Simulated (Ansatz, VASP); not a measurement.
## HfB in VASP and in Ansatz

INCAR

```
  ALGO = Normal
  EDIFF = 1E-6
  ENCUT = 520
  GGA = PS
  ISIF = 2
  ISMEAR = 0
  LASPH = True
  LCHARG = False
  LREAL = False
  LWAVE = False
  NBANDS = 14
  NELM = 80
  PREC = Accurate
  SIGMA = 0.15
```

KPOINTS

```
k-points
0
Gamma
  16 16 16
```

POSCAR

```
HfB
1.0
    0.0000000000      2.3936993068      2.3936993068
    2.3379261130      0.0000000000      2.3936993068
    2.3379261130      2.3936993068      0.0000000000
Hf B
1 1
Direct
    0.4985704626      0.5014295374      0.5014295374
    0.0236036330     -0.0236036330     -0.0236036330
```

Input for Ansatz:

```yaml
crystal:
  lattice:
    - [0.0, 2.3936993068, 2.3936993068]
    - [2.337926113, 0.0, 2.3936993068]
    - [2.337926113, 2.3936993068, 0.0]
  atoms:
    - { symbol: Hf, position: [0.4985704626, 0.5014295374, 0.5014295374] }
    - { symbol: B, position: [0.023603633, -0.023603633, -0.023603633] }
basis:
  ecutwfc: 520.0
kpoints:
  mp_grid: { grid: [16, 16, 16] }
hamiltonian:
  xc: pbesol
  pseudopotentials: { kind: paw }
scf:
  occupations: { method: gaussian, width: 0.15 }
output:
  forces: true
  stress: true
  eigenvalues: true
```

Change from the starting cell: mode 4 frozen in at -0.113 Å, normal strain along x -0.0233.

Alike in both runs: task single point; functional PBEsol; k mesh 16 × 16 × 16; occupations gaussian, width 0.15 eV; no spin polarisation.

```csv
,VASP,Ansatz
version,VASP 6.6.1,Ansatz 0.2.0
potentials or method,"VASP PAW PBE potentials, release 64 (Hf_pv, B), cutoff 520 eV","scalar-relativistic, plane waves, PAW"
valence electrons in the cell,13,29
```

VASP gave:

```
gap on the k mesh at the Fermi level (eV)                     : none
pressure (GPa)                                                : 6.1
traceless stress, the component that is largest in VASP (GPa) : 8.86
rms of the force components (eV/Å)                            : 0.767
```

**Question.** What did Ansatz give for the same quantities?

**Answer.** gap on the k mesh at the Fermi level (eV): none; pressure (GPa): 5.6; traceless stress, the component that is largest in VASP (GPa): 8.70; rms of the force components (eV/Å): 0.762.

VASP's potentials were made for PBE, not for PBEsol. Atom by atom the forces differ by 0.005 eV/Å (rms over components). A gap of «none» marks a metal or a gap that the smearing closes. VASP's potentials hold 13 valence electrons a cell and Ansatz's 29, so a difference there can come from the potentials and not from the codes.

Spin-orbit coupling is off throughout.
